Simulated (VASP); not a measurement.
Here is a VASP 6.6.1 calculation.

Contents of INCAR:

```
ALGO = Normal ; EDIFF = 1E-8
ENCUT = 520 ; GGA = CA
IBRION = 8 ; ISIF = 2
ISMEAR = 0 ; LASPH = T
LCHARG = F ; LREAL = F
LWAVE = F ; NBANDS = 11
NELM = 80 ; NSW = 1
PREC = Accurate ; SIGMA = 0.01
```

Contents of KPOINTS:

```
k-points
0
Gamma
  8 8 8
```

POSCAR

```
Si
1.0
    2.6832159266      2.6832159266      0.0000000000
   -2.6832159266      2.6832159266      0.0000000000
    0.0000000000      2.6832159266      2.6832159266
Si
2
Direct
    0.2500000000      0.7500000000      0.5000000000
    0.0000000000      0.0000000000      0.0000000000
```

Potentials or basis: VASP PAW LDA potentials, release 64 (Si).

Launch:

```console
$ cat potpaw_LDA.64/Si/POTCAR > POTCAR
$ mpirun -np 1 vasp_std > vasp.out
```

(1) Estimate the highest phonon frequency at Γ.

## Answers

(1) 524 cm⁻¹.

Caveat: the cell wasn't relaxed at this level first, which shifts response properties.
